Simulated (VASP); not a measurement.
# BP2 (I-42d) in VASP: relaxation of cell and atoms with PBE

Aim: the relaxation of cell and atoms of BP2 with PBE.

Program: VASP 6.6.1. These are calculated values, not measurements. Logs are shortened: lines on timing, memory, paths and dates and some standing lists are left out, and cuts for length are marked.

### 1 The cell of the first run

The structure is tetragonal, space group I-42d (No. 122). Conventional cell: a = 4.441 Å, b = 4.441 Å, c = 8.027 Å, α = 90.00°, β = 90.00°, γ = 90.00°. Within 2.6 Å of B (site symmetry -4) lie 4 P at 1.96 Å. P (site symmetry 2) has 2 B at 1.96 Å within 2.6 Å.

### 2 Relaxation of cell and atoms, PBE

Contents of INCAR:

```
PREC = Accurate ; ENCUT = 600
EDIFF = 1E-6 ; ISMEAR = 0
SIGMA = 0.1 ; LREAL = False
LASPH = True ; NELM = 80
ALGO = Normal ; ISIF = 3
LWAVE = False ; LCHARG = False
GGA = PE ; IBRION = 2
NSW = 100 ; EDIFFG = -0.01
```

Contents of KPOINTS:

```
Automatic mesh
0
Gamma
  12 12 12
```

Contents of POSCAR:

```
BP2
1.0
   -2.2203349016      2.2203349016      4.0135060846
    2.2203349016     -2.2203349016      4.0135060846
    2.2203349016      2.2203349016     -4.0135060846
B P
2 4
Direct
    0.0000000000      0.0000000000      0.0000000000
    0.7500000000      0.2500000000      0.5000000000
    0.3750000000      0.4093875128      0.5343875128
    0.5906124872      0.1250000000      0.9656124872
    0.8750000000      0.8406124872      0.4656124872
    0.1593875128      0.6250000000      0.0343875128
```

Potentials or basis: VASP PAW PBE potentials, release 64 (B, P).

Run with:

```sh
cat potpaw_PBE.64/B/POTCAR potpaw_PBE.64/P/POTCAR > POTCAR
mpirun -np 1 vasp_std > vasp.out
```

OUTCAR:

```text
PREC = Accurate
   ENCUT = 600
   EDIFF = 1E-6
   ISMEAR = 0
   LREAL = False
   LASPH = True
   NELM = 80
   ISIF = 3
   GGA = PE
   IBRION = 2
   NSW = 100
   EDIFFG = -0.01

 ion  position               nearest neighbor table
   1  0.000  0.000  0.000-   3 1.96   4 1.96   5 1.96   6 1.96
   2  0.750  0.250  0.500-   6 1.96   5 1.96   4 1.96   3 1.96
   3  0.375  0.409  0.534-   1 1.96   2 1.96   4 2.89   6 2.89   4 2.89   6 2.89   5 2.93   5 2.93

   4  0.591  0.125  0.966-   2 1.96   1 1.96   5 2.89   5 2.89   3 2.89   3 2.89   6 2.93   6 2.93

   5  0.875  0.841  0.466-   1 1.96   2 1.96   4 2.89   4 2.89   6 2.89   6 2.89   3 2.93   3 2.93

   6  0.159  0.625  0.034-   2 1.96   1 1.96   3 2.89   5 2.89   5 2.89   3 2.89   4 2.93   4 2.93

  LATTYP: Found a body centered tetragonal cell.
 ALAT       =     4.4406698032
 C/A-ratio  =     1.8076129334

  Lattice vectors:

 A1 = (  -2.2203349016,   2.2203349016,   4.0135060846)
 A2 = (   2.2203349016,  -2.2203349016,   4.0135060846)
 A3 = (   2.2203349016,   2.2203349016,  -4.0135060846)

Analysis of symmetry for initial positions (statically):
=====================================================================
 Subroutine PRICEL returns:
 Original cell was already a primitive cell.

 Routine SETGRP: Setting up the symmetry group for a
 body centered tetragonal supercell.

 Subroutine GETGRP returns: Found  8 space group operations
 (whereof  4 operations were pure point group operations)
 out of a pool of 16 trial point group operations.

The static configuration has the point symmetry S_4 .
 The point group associated with its full space group is D_2d.

Analysis of symmetry for dynamics (positions and initial velocities):
=====================================================================
 Subroutine PRICEL returns:
 Original cell was already a primitive cell.

 Routine SETGRP: Setting up the symmetry group for a
 body centered tetragonal supercell.

 Subroutine GETGRP returns: Found  8 space group operations
 (whereof  4 operations were pure point group operations)
 out of a pool of 16 trial point group operations.

The dynamic configuration has the point symmetry S_4 .
 The point group associated with its full space group is D_2d.

[... 106 lines left out ...]
   EDIFF  = 0.1E-05   stopping-criterion for ELM
   LREAL  =      F    real-space projection
   EDIFFG = -.1E-01   stopping-criterion for IOM
   NSW    =    100    number of steps for IOM
   IBRION =      2    ionic relax: 0-MD 1-quasi-New 2-CG
   NFREE  =      1    steps in history (QN), initial steepest desc. (CG)
   ISIF   =      3    stress and relaxation
   ISYM   =      2    0-nonsym 1-usesym 2-fastsym
   POTIM  = 0.5000    time-step for ionic-motion
   TEBEG  =    0.0;   TEEND  =   0.0 temperature during run
   PSTRESS=    0.0 pullay stress
   NELECT =      26.0000    total number of electrons
   NUPDOWN=      -1.0000    fix difference up-down
   EMIN   =  10.00;   EMAX   =-10.00  energy-range for DOS
   EFERMI =   0.00;   METHOD = LEGACY
   ISMEAR =     0;   SIGMA  =   0.10  broadening in eV -4-tet -1-fermi 0-gaus
   EFERMI_NEDOS =   21; number of points for ismear=-14 and -15
   IALGO  =     38    algorithm
   IMIX   =      4    mixing-type and parameters
     AMIX     =   0.40;   BMIX     =  1.00
     AMIX_MAG =   1.60;   BMIX_MAG =  1.00
  volume/ion in A,a.u.               =      13.19        89.02
  Fermi-wavevector in a.u.,A,eV,Ry     =   1.129603  2.134639 17.361059  1.276002
  Thomas-Fermi vector in A             =   2.266296
   LORBIT       =      0    0 simple, 1 ext, 2 COOP (PROOUT), +10 PAW based schemes
   GGA     = PE    functional components
   LHFCALC =     F    Hartree Fock is set to
   AEXX    =    0.0000 exact exchange contribution
   IVDW    =     0    specifies the selected vdW correction
   LEPSILON=     F    determine dielectric tensor
   LRPA    =     F    only Hartree local field effects (RPA)
 conjugate gradient relaxation of ions
 non-spin polarized calculation
 Gauss-broadening in eV      SIGMA  =   0.10
  energy-cutoff  :      600.00
  volume of cell :       79.14
 maximum number of plane-waves:      2668
 NGX is ok and might be reduce to    42
   NGX = 21   NGY = 21   NGZ = 21

--------------------------------------- Ionic step        1  -------------------------------------------

 number of electron      25.9999998 magnetization

 Free energy of the ion-electron system (eV)
  ---------------------------------------------------
  ext. energy  EPLUGINS =         0.00000000
  ---------------------------------------------------
  free energy    TOTEN  =       -32.79682013 eV

  energy without entropy =      -32.78385452  energy(sigma->0) =      -32.79033733

------------------------ aborting loop because EDIFF is reached ----------------------------------------

  FORCE on cell =-STRESS in cart. coord.  units (eV):
  Direction    XX          YY          ZZ          XY          YZ          ZX
  --------------------------------------------------------------------------------------
  -------------------------------------------------------------------------------------
  Total       -0.0731639     -0.0731639     -0.2793055      0.0000000      0.0000000      0.0000000
  in kB       -1.4811076     -1.4811076     -5.6541739      0.0000000      0.0000000      0.0000000
  external PRESSURE =      -2.8721297 kB  Pullay stress =       0.0000000 kB
[... 147 lines left out ...]
--------------------------------------- Ionic step        5  -------------------------------------------

 number of electron      25.9999999 magnetization

 Free energy of the ion-electron system (eV)
  ---------------------------------------------------
  ext. energy  EPLUGINS =         0.00000000
  ---------------------------------------------------
  free energy    TOTEN  =       -32.79787283 eV

  energy without entropy =      -32.78480380  energy(sigma->0) =      -32.79133831

 E-fermi :   7.5134     XC(G=0): -11.0050

 val. band max:        7.5001830558   @ k =   0.3333   0.0833  -0.0000
 cond. band min:       7.5148565417   @ k =   0.4167   0.0833   0.0833
 fundamental gap:      0.0146734859
 Fermi energy:         7.5134450568

 k-point     1 :       0.0000    0.0000    0.0000
  band No.  band energies     occupation
      1      -7.6667      2.00000
      2      -1.8713      2.00000
      3      -1.8713      2.00000
      4      -1.0595      2.00000
      5      -0.0560      2.00000
      6       1.6225      2.00000
[... 457 lines left out ...]
      4      -2.0355      2.00000
      5       0.2200      2.00000
      6       1.2015      2.00000
[... 9 lines left out ...]
     16       9.2848      0.00000
     17      12.2208      0.00000

 [... further k-points ...]
[... 5 lines left out ...]
  --------------------------------------------------------------------------------------
  -------------------------------------------------------------------------------------
  Total       -0.0372388     -0.0372388      0.0501919      0.0000000      0.0000000      0.0000000
  in kB       -0.7538526     -0.7538526      1.0160728      0.0000000      0.0000000      0.0000000
  external PRESSURE =      -0.1638775 kB  Pullay stress =       0.0000000 kB
[... 21 lines left out ...]
  FREE ENERGIE OF THE ION-ELECTRON SYSTEM (eV)
  ---------------------------------------------------
  free  energy   TOTEN  =       -32.7978728322 eV

  energy  without entropy=      -32.7848037966  energy(sigma->0) =      -32.79133831

 reached required accuracy - stopping structural energy minimisation
```

CONTCAR:

```text
BP2
   1.00000000000000
    -2.2260133834903297    2.2260133834903297    3.9930444150858433
     2.2260133834903297   -2.2260133834903297    3.9930444150858433
     2.2260133834903297    2.2260133834903297   -3.9930444150858433
  B               P
     2     4
Direct
     0.0000000000000000    0.0000000000000000    0.0000000000000000
     0.7500000000000000    0.2500000000000000    0.5000000000000000
     0.3750000000000000    0.4079986962227933    0.5329986962227933
     0.5920013037772067    0.1250000000000000    0.9670013037772067
     0.8750000000000000    0.8420013037772067    0.4670013037772067
     0.1579986962227933    0.6250000000000000    0.0329986962227933

  0.00000000E+00  0.00000000E+00  0.00000000E+00
  0.00000000E+00  0.00000000E+00  0.00000000E+00
  0.00000000E+00  0.00000000E+00  0.00000000E+00
  0.00000000E+00  0.00000000E+00  0.00000000E+00
  0.00000000E+00  0.00000000E+00  0.00000000E+00
  0.00000000E+00  0.00000000E+00  0.00000000E+00
```

It took 11 min on 1 thread of Intel Xeon Platinum 8259CL at 2.50GHz (Skylake/Cascade Lake), shared host; peak memory 0.4 GiB.

What came out:

```yaml
Free_energy: -32.7979 eV
Energy_gained_by_relaxing: 0.2 meV/atom
Ionic_steps: 5
Pressure_after_relaxing: 0.0 GPa
Largest_force_after_relaxing: 0.003 eV/Å
Band_gap_on_the_k_mesh: zero (bands 13 and 14 overlap by 1.56 eV)
```

Forces in eV/Å, atoms in the order of the input:
```
B    0.000  0.000  0.000
B    0.000  0.000  0.000
P   -0.003  0.000  0.000
P    0.000  0.003  0.000
P    0.003  0.000  0.000
P    0.000 -0.003  0.000
```

Stress tensor (GPa, compression positive):
```
-0.08  0.00  0.00
 0.00 -0.08  0.00
 0.00  0.00  0.10
```

The path:
```tsv
step	energy change (eV)	largest force (eV/Å)	pressure (GPa)	volume (Å³)
1	0.0000	0.0566	-0.29	79.14
2	-0.0006	0.0006	0.27	78.87
3	-0.0006	0.0084	0.20	78.91
4	-0.0009	0.0063	0.12	78.99
5	-0.0011	0.0031	-0.02	79.14
```

Final structure:
```yaml
crystal:
  lattice:
    - [-2.22601, 2.22601, 3.99304]
    - [2.22601, -2.22601, 3.99304]
    - [2.22601, 2.22601, -3.99304]
  atoms:
    - { symbol: B, position: [0.00000, 0.00000, 0.00000] }
    - { symbol: B, position: [0.75000, 0.25000, 0.50000] }
    - { symbol: P, position: [0.37500, 0.40800, 0.53300] }
    - { symbol: P, position: [0.59200, 0.12500, 0.96700] }
    - { symbol: P, position: [0.87500, 0.84200, 0.46700] }
    - { symbol: P, position: [0.15800, 0.62500, 0.03300] }
```
